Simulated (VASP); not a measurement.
Ir:

```
Ir
1.0
     0.00000    1.91560    1.91560
     1.91560    0.00000    1.91560
     1.91560    1.91560    0.00000
Ir
1
Cartesian
  0.0000 0.0000 0.0000
```

Program: VASP 6.6.1. Alike in all runs: task single point; cell as given; cutoff (eV) 520.

Q: Order these runs on this cell by their pressure, lowest first.
A. level LDA; potentials or basis VASP PAW LDA potentials, release 64 (Ir); spin non-collinear, zero start, SOC; k mesh 9 × 9 × 9; smearing fermi-dirac 0.05 eV
B. level PBE exchange alone; potentials or basis VASP PAW PBE potentials, release 64 (Ir); spin off; k mesh 12 × 12 × 12; smearing tetrahedron
C. level PBEsol; potentials or basis VASP PAW PBE potentials, release 64 (Ir); spin non-collinear, zero start, SOC; k mesh 12 × 12 × 12; smearing fermi-dirac 0.05 eV
D. level revPBE+U; potentials or basis VASP PAW PBE potentials, release 64 (Ir); spin off; U Ir d U = 5.3 eV; k mesh 12 × 12 × 12; smearing fermi-dirac 0.05 eV
E. level PBE; potentials or basis VASP PAW PBE potentials, release 64 (Ir); spin non-collinear, zero start, SOC; k mesh 12 × 12 × 12; smearing fermi-dirac 0.05 eV

A: D (-6.5 GPa), A (-3.2 GPa), C (1.3 GPa), E (12.8 GPa), B (49.5 GPa).

Caveats: the cell stands under tension (at least some runs); the PAW data sets were made with another functional, which shifts forces and pressure a little (at least some runs); the cell stands under pressure (at least some runs); U without spin polarisation on a metal has little footing (at least some runs); the U is typed as a test and isn't derived for this compound (at least some runs); tetrahedron occupations give inexact forces and stress in metals (at least some runs).
